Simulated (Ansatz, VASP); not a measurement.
## Bi in VASP and in Ansatz

Contents of POSCAR:

```
Bi
1.0
   -1.9814305318      1.9814305318      1.9814305318
    1.9814305318     -1.9814305318      1.9814305318
    1.9814305318      1.9814305318     -1.9814305318
Bi
1
Direct
    0.0000000000      0.0000000000      0.0000000000
```

INCAR.step1

```
SYSTEM = Bi
ALGO     = Normal         ! electronic algorithm
EDIFF    = 1E-4           ! SCF threshold, eV
ENCUT    = 520            ! plane-wave cutoff, eV
GGA      = PE             ! functional
ISMEAR   = -1             ! smearing method
LASPH    = .TRUE.         ! aspherical terms in the spheres
LCHARG   = .FALSE.        ! write CHGCAR
LREAL    = .FALSE.        ! projectors in reciprocal space
LWAVE    = .TRUE.         ! write WAVECAR
NBANDS   = 14             ! bands
NELM     = 80             ! most SCF steps
PREC     = Accurate       ! precision mode
SIGMA    = 0.05           ! smearing width, eV
```

INCAR.step2

```
SYSTEM = Bi
ALGO     = Normal         ! electronic algorithm
EDIFF    = 1E-6           ! SCF threshold, eV
ENCUT    = 520            ! plane-wave cutoff, eV
ISIF     = 2              ! what is computed and relaxed
ISMEAR   = -1             ! smearing method
ISTART   = 1            
IVDW     = 12             ! dispersion correction
LASPH    = .TRUE.         ! aspherical terms in the spheres
LCHARG   = .FALSE.        ! write CHGCAR
LMIXTAU  = .TRUE.       
LREAL    = .FALSE.        ! projectors in reciprocal space
LWAVE    = .FALSE.        ! write WAVECAR
METAGGA  = R2SCAN         ! meta-GGA
NBANDS   = 14             ! bands
NELM     = 80             ! most SCF steps
PREC     = Accurate       ! precision mode
SIGMA    = 0.05           ! smearing width, eV
VDW_A1   = 0.49484001   
VDW_A2   = 5.73083694   
VDW_S6   = 1.0          
VDW_S8   = 0.78981345
```

The input KPOINTS:

```
k-points
0
G
  9 9 9
  0 0 0
```

Contents of input.yaml:

```yaml
crystal:
  lattice:
    - [-1.9814305318, 1.9814305318, 1.9814305318]
    - [1.9814305318, -1.9814305318, 1.9814305318]
    - [1.9814305318, 1.9814305318, -1.9814305318]
  atoms:
    - { symbol: Bi, position: [0.0, 0.0, 0.0] }
hamiltonian:
  xc: r2scan
  pseudopotentials: { kind: paw }
  dispersion: d3bj
kpoints:
  mp_grid: { grid: [9, 9, 9] }
scf:
  occupations: { method: fermi_dirac, width: 0.05 }
output:
  forces: true
  stress: true
  eigenvalues: true
  write_density: true
  write_potential: true
  elf: true
  volumetric_format: npy
```

Alike in both runs: task single point; functional r2SCAN; dispersion D3(BJ); k mesh 9 × 9 × 9; occupations fermi-dirac, width 0.05 eV; no spin polarisation.

|  | VASP | Ansatz |
| --- | --- | --- |
| version | VASP 6.6.1 | Ansatz 0.2.0 |
| potentials or method | VASP PAW PBE potentials, release 64 (Bi_d) | Ansatz PAW |
| plane-wave cutoff (eV) | 520 | 500 |
| valence electrons in the cell | 15 | 15 |

```tsv
	VASP	Ansatz	Ansatz less VASP
gap on the k mesh at the Fermi level (eV)	none	none	-
pressure (GPa)	-1.3	-1.2	+0.04
```

VASP's potentials were made for PBE, not for r2SCAN. A gap of «none» marks a metal or a gap that the smearing closes.

Neither program's run includes spin-orbit coupling.
